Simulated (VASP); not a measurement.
# IrPt3C (Pm-3m) in VASP: further runs

IrPt3C is run at these levels: PBE; tasks: single point, relaxation of cell and atoms.

All numbers are computed with VASP 6.6.1; they aren't measurements. Logs are shortened: lines on timing, memory, paths and dates and some standing lists are left out, and cuts for length are marked.

**1. The cell of the first run**

Symmetry: Pm-3m, No. 221, cubic system. Conventional cell: a = 4.815 Å, b = 4.815 Å, c = 4.815 Å, α = 90.00°, β = 90.00°, γ = 90.00°. Within 3.2 Å of Ir (site symmetry m-3m) lie 6 Pt at 2.41 Å. Within 3.2 Å of Pt (site symmetry 4/mmm) lie 2 Ir at 2.41 Å. Within 4.5 Å of C (site symmetry m-3m) lie 12 Pt at 3.40 Å and 8 Ir at 4.17 Å.

The cell was built from a structure type or drawn by symmetry, and may not be a known phase.

**2. Single point, PBE**

INCAR

```
  ALGO = Normal
  EDIFF = 1E-6
  ENCUT = 520
  GGA = PE
  ISIF = 2
  ISMEAR = 0
  LASPH = True
  LCHARG = False
  LREAL = False
  LWAVE = False
  NBANDS = 30
  NELM = 100
  PREC = Accurate
  SIGMA = 0.1
```

KPOINTS

```
k-points
0
Gamma
  8 8 8
```

POSCAR

```
IrPt3C
1.0
    4.8145207819      0.0000000000      0.0000000000
    0.0000000000      4.8145207819      0.0000000000
    0.0000000000      0.0000000000      4.8145207819
Ir Pt C
1 3 1
Direct
    0.0000000000      0.0000000000      0.0000000000
    0.5000000000      0.0000000000      0.0000000000
    0.0000000000      0.5000000000      0.0000000000
    0.0000000000      0.0000000000      0.5000000000
    0.5000000000      0.5000000000      0.5000000000
```

Potentials or basis: VASP PAW PBE potentials, release 64 (Ir, Pt, C).

On the command line:

```console
cat potpaw_PBE.64/Ir/POTCAR potpaw_PBE.64/Pt/POTCAR potpaw_PBE.64/C/POTCAR > POTCAR
mpirun -np 1 vasp_std > vasp.out
```

OUTCAR:

```text
EDIFF = 1E-6
   ENCUT = 520
   GGA = PE
   ISIF = 2
   ISMEAR = 0
   LASPH = True
   LREAL = False
   NELM = 100
   PREC = Accurate

 ion  position               nearest neighbor table
   1  0.000  0.000  0.000-   2 2.41   3 2.41   4 2.41   4 2.41   3 2.41   2 2.41
   2  0.500  0.000  0.000-   1 2.41   1 2.41   4 3.40   4 3.40   3 3.40   3 3.40   3 3.40   4 3.40
                             4 3.40   3 3.40
   3  0.000  0.500  0.000-   1 2.41   1 2.41   4 3.40   4 3.40   2 3.40   2 3.40   4 3.40   4 3.40
                             2 3.40   2 3.40
   4  0.000  0.000  0.500-   1 2.41   1 2.41   3 3.40   2 3.40   2 3.40   3 3.40   3 3.40   3 3.40
                             2 3.40   2 3.40
   5  0.500  0.500  0.500-

  LATTYP: Found a simple cubic cell.
 ALAT       =     4.8145207819

  Lattice vectors:

 A1 = (   4.8145207819,   0.0000000000,   0.0000000000)
 A2 = (   0.0000000000,   4.8145207819,   0.0000000000)
 A3 = (   0.0000000000,   0.0000000000,   4.8145207819)

Analysis of symmetry for initial positions (statically):
=====================================================================
 Subroutine PRICEL returns:
 Original cell was already a primitive cell.

 Routine SETGRP: Setting up the symmetry group for a
 simple cubic supercell.

 Subroutine GETGRP returns: Found 48 space group operations
 (whereof 48 operations were pure point group operations)
 out of a pool of 48 trial point group operations.

The static configuration has the point symmetry O_h .

Analysis of symmetry for dynamics (positions and initial velocities):
=====================================================================
 Subroutine PRICEL returns:
 Original cell was already a primitive cell.

 Routine SETGRP: Setting up the symmetry group for a
 simple cubic supercell.

 Subroutine GETGRP returns: Found 48 space group operations
 (whereof 48 operations were pure point group operations)
 out of a pool of 48 trial point group operations.

The dynamic configuration has the point symmetry O_h .

 Subroutine INISYM returns: Found 48 space group operations
 (whereof 48 operations are pure point group operations),
 and found     1 'primitive' translations

----------------------------------------------------------------------------------------

                                     Primitive cell

  volume of cell :     111.5987

  direct lattice vectors                    reciprocal lattice vectors
     4.814520782  0.000000000  0.000000000     0.207704992  0.000000000  0.000000000
     0.000000000  4.814520782  0.000000000     0.000000000  0.207704992  0.000000000
     0.000000000  0.000000000  4.814520782     0.000000000  0.000000000  0.207704992

  length of vectors
     4.814520782  4.814520782  4.814520782     0.207704992  0.207704992  0.207704992

  position of ions in fractional coordinates (direct lattice)
     0.000000000  0.000000000  0.000000000
     0.500000000  0.000000000  0.000000000
     0.000000000  0.500000000  0.000000000
     0.000000000  0.000000000  0.500000000
     0.500000000  0.500000000  0.500000000

  ion indices of the primitive-cell ions
   primitive index   ion index
                 1           1
                 2           2
                 3           3
                 4           4
                 5           5

----------------------------------------------------------------------------------------

 KPOINTS: k-points

Automatic generation of k-mesh.
 Grid dimensions read from file:
 generate k-points for:    8    8    8

 Generating k-lattice:

  Cartesian coordinates                     Fractional coordinates (reciprocal lattice)
     0.025963124  0.000000000  0.000000000     0.125000000  0.000000000  0.000000000
     0.000000000  0.025963124  0.000000000     0.000000000  0.125000000  0.000000000
     0.000000000  0.000000000  0.025963124     0.000000000  0.000000000  0.125000000

  Length of vectors
     0.025963124  0.025963124  0.025963124

  Shift w.r.t. Gamma in fractional coordinates (k-lattice)
     0.000000000  0.000000000  0.000000000

 Subroutine IBZKPT returns following result:
 ===========================================

 Found     35 irreducible k-points:

 Following reciprocal coordinates:
            Coordinates               Weight
  0.000000  0.000000  0.000000      1.000000
  0.125000  0.000000  0.000000      6.000000
  0.250000  0.000000  0.000000      6.000000
  0.375000  0.000000  0.000000      6.000000
  0.500000  0.000000  0.000000      3.000000
  0.125000  0.125000  0.000000     12.000000
[... 16 lines left out ...]
  0.375000  0.375000  0.125000     24.000000
  0.500000  0.375000  0.125000     24.000000
 [... further k-points ...]
   k-points           NKPTS =     35   k-points in BZ     NKDIM =     35   number of bands    NBANDS=     30
   number of dos      NEDOS =    301   number of ions     NIONS =      5
   total plane-waves  NPLWV =  46656
   dimension x,y,z NGX =    36 NGY =   36 NGZ =   36
   dimension x,y,z NGXF=    72 NGYF=   72 NGZF=   72
   ions per type =               1   3   1
   NGX,Y,Z   is equivalent  to a cutoff of  12.43, 12.43, 12.43 a.u.
   NGXF,Y,Z  is equivalent  to a cutoff of  24.86, 24.86, 24.86 a.u.
 SYSTEM =  unknown system
   PREC   = accura    normal or accurate (medium, high low for compatibility)
   ISTART =      0    job   : 0-new  1-cont  2-samecut
   ICHARG =      2    charge: 1-file 2-atom 10-const
   ISPIN  =      1    spin polarized calculation?
   LNONCOLLINEAR =      F non collinear calculations
   LSORBIT =      F    spin-orbit coupling
   LASPH  =      T    aspherical Exc in radial PAW
   ENCUT  =  520.0 eV  38.22 Ry    6.18 a.u.   8.95  8.95  8.95*2*pi/ulx,y,z
   NELM   =    100;   NELMIN=  2; NELMDL= -5     # of ELM steps
   EDIFF  = 0.1E-05   stopping-criterion for ELM
   LREAL  =      F    real-space projection
   EDIFFG = 0.1E-04   stopping-criterion for IOM
   NSW    =      0    number of steps for IOM
   IBRION =     -1    ionic relax: 0-MD 1-quasi-New 2-CG
   NFREE  =      0    steps in history (QN), initial steepest desc. (CG)
   ISIF   =      2    stress and relaxation
   ISYM   =      2    0-nonsym 1-usesym 2-fastsym
   POTIM  = 0.5000    time-step for ionic-motion
   TEBEG  =    0.0;   TEEND  =   0.0 temperature during run
   PSTRESS=    0.0 pullay stress
   NELECT =      43.0000    total number of electrons
   NUPDOWN=      -1.0000    fix difference up-down
   EMIN   =  10.00;   EMAX   =-10.00  energy-range for DOS
   EFERMI =   0.00;   METHOD = LEGACY
   ISMEAR =     0;   SIGMA  =   0.10  broadening in eV -4-tet -1-fermi 0-gaus
   EFERMI_NEDOS =   21; number of points for ismear=-14 and -15
   IALGO  =     38    algorithm
   IMIX   =      4    mixing-type and parameters
     AMIX     =   0.40;   BMIX     =  1.00
     AMIX_MAG =   1.60;   BMIX_MAG =  1.00
  volume/ion in A,a.u.               =      22.32       150.62
  Fermi-wavevector in a.u.,A,eV,Ry     =   1.191273  2.251179 19.308450  1.419131
  Thomas-Fermi vector in A             =   2.327338
   LORBIT       =      0    0 simple, 1 ext, 2 COOP (PROOUT), +10 PAW based schemes
   GGA     = PE    functional components
   LHFCALC =     F    Hartree Fock is set to
   AEXX    =    0.0000 exact exchange contribution
   IVDW    =     0    specifies the selected vdW correction
   LEPSILON=     F    determine dielectric tensor
   LRPA    =     F    only Hartree local field effects (RPA)
 non-spin polarized calculation
 Gauss-broadening in eV      SIGMA  =   0.10
  energy-cutoff  :      520.00
  volume of cell :      111.60
 maximum number of plane-waves:      3028
 NGX is ok and might be reduce to    36
   NGX = 17   NGY = 17   NGZ = 17

 number of electron      43.0000008 magnetization

 Free energy of the ion-electron system (eV)
  ---------------------------------------------------
  ext. energy  EPLUGINS =         0.00000000
  ---------------------------------------------------
  free energy    TOTEN  =       -22.96558907 eV

  energy without entropy =      -22.91079315  energy(sigma->0) =      -22.93819111

 E-fermi :   3.9261     XC(G=0): -10.3328

 val. band max:        3.9257677075   @ k =   0.2500   0.2500   0.1250
 cond. band min:       3.9297581955   @ k =   0.3750   0.2500   0.0000
 fundamental gap:      0.0039904880
 Fermi energy:         3.9261000722

 k-point     1 :       0.0000    0.0000    0.0000
  band No.  band energies     occupation
      1      -5.0780      2.00000
      2      -3.6102      2.00000
      3      -2.9364      2.00000
      4      -2.9364      2.00000
      5      -1.8936      2.00000
      6      -1.8936      2.00000
[... 22 lines left out ...]
     29      10.3832      0.00000
     30      10.3832      0.00000

 k-point     2 :       0.1250    0.0000    0.0000
  band No.  band energies     occupation
      1      -5.0267      2.00000
      2      -3.5645      2.00000
      3      -2.9326      2.00000
      4      -2.7664      2.00000
      5      -1.8872      2.00000
      6      -1.8064      2.00000
[... 22 lines left out ...]
     29      10.3901      0.00000
     30      10.7309      0.00000

 k-point     3 :       0.2500    0.0000    0.0000
  band No.  band energies     occupation
      1      -4.9030      2.00000
      2      -3.5327      2.00000
      3      -2.9235      2.00000
      4      -2.1513      2.00000
      5      -1.8714      2.00000
      6      -1.5661      2.00000
[... 22 lines left out ...]
     29      10.4155      0.00000
     30      11.4022      0.00000

 k-point     4 :       0.3750    0.0000    0.0000
  band No.  band energies     occupation
      1      -4.7748      2.00000
      2      -3.5571      2.00000
      3      -2.9144      2.00000
      4      -1.8554      2.00000
      5      -1.2590      2.00000
      6      -1.2590      2.00000
[... 22 lines left out ...]
     29      10.4754      0.00000
     30      11.0121      0.00000

 k-point     5 :       0.5000    0.0000    0.0000
  band No.  band energies     occupation
      1      -4.7185      2.00000
      2      -3.5773      2.00000
      3      -2.9107      2.00000
      4      -1.8486      2.00000
      5      -1.0962      2.00000
      6      -1.0962      2.00000
[... 22 lines left out ...]
     29      10.5514      0.00000
     30      10.7769      0.00000
[... 526 lines left out ...]
     29       9.5120      0.00000
     30      10.7188      0.00000

 k-point    22 :       0.5000    0.2500    0.1250
  band No.  band energies     occupation
      1      -4.6740      2.00000
      2      -3.0463      2.00000
      3      -2.1834      2.00000
      4      -1.4124      2.00000
      5      -0.9747      2.00000
      6      -0.7232      2.00000
[... 22 lines left out ...]
     29       9.2560      0.00000
     30      10.5371      0.00000

 k-point    23 :       0.3750    0.3750    0.1250
  band No.  band energies     occupation
      1      -4.6648      2.00000
      2      -2.9749      2.00000
      3      -1.3213      2.00000
      4      -1.1400      2.00000
      5      -1.0669      2.00000
      6      -0.9429      2.00000
[... 22 lines left out ...]
     29       8.7675      0.00000
     30      10.7462      0.00000

 k-point    24 :       0.5000    0.3750    0.1250
  band No.  band energies     occupation
      1      -4.6498      2.00000
      2      -2.9541      2.00000
      3      -1.2132      2.00000
      4      -1.0135      2.00000
      5      -0.9405      2.00000
      6      -0.3731      2.00000
[... 22 lines left out ...]
     29       8.4249      0.00000
     30      10.6297      0.00000

 [... further k-points ...]

------------------------ aborting loop because EDIFF is reached ----------------------------------------

  FORCE on cell =-STRESS in cart. coord.  units (eV):
  Direction    XX          YY          ZZ          XY          YZ          ZX
  --------------------------------------------------------------------------------------
  -------------------------------------------------------------------------------------
  Total       -0.1547866     -0.1547866     -0.1547866     -0.0000000     -0.0000000      0.0000000
  in kB       -2.2222085     -2.2222085     -2.2222085     -0.0000000     -0.0000000      0.0000000
  external PRESSURE =      -2.2222085 kB  Pullay stress =       0.0000000 kB

 VOLUME and BASIS-vectors are now :
 -----------------------------------------------------------------------------
  energy-cutoff  :      520.00
  volume of cell :      111.60
      direct lattice vectors                 reciprocal lattice vectors
     4.814520782  0.000000000  0.000000000     0.207704992  0.000000000  0.000000000
     0.000000000  4.814520782  0.000000000     0.000000000  0.207704992  0.000000000
     0.000000000  0.000000000  4.814520782     0.000000000  0.000000000  0.207704992

 POSITION                                       TOTAL-FORCE (eV/Angst)
 -----------------------------------------------------------------------------------
      0.00000      0.00000      0.00000         0.000000      0.000000      0.000000
      2.40726      0.00000      0.00000         0.000000      0.000000      0.000000
      0.00000      2.40726      0.00000         0.000000      0.000000      0.000000
      0.00000      0.00000      2.40726         0.000000      0.000000      0.000000
      2.40726      2.40726      2.40726         0.000000      0.000000      0.000000
 -----------------------------------------------------------------------------------
    total drift:                                0.000000      0.000000     -0.000000

  FREE ENERGIE OF THE ION-ELECTRON SYSTEM (eV)
  ---------------------------------------------------
  free  energy   TOTEN  =       -22.9655890664 eV

  energy  without entropy=      -22.9107931485  energy(sigma->0) =      -22.93819111
```

It took 47 s on 1 thread of Intel Xeon 6975P-C (Granite Rapids), shared host; peak memory 0.27 GiB.

What came out:

```
Free energy            : -22.9656 eV
Pressure               : -0.2 GPa
Band gap on the k mesh : zero (an odd number of electrons rules out a gap without spin polarisation)
```

Caveat: spin-orbit coupling is left out, which moves the levels of the heavy elements.

(Part 1 of 2 ends here.)
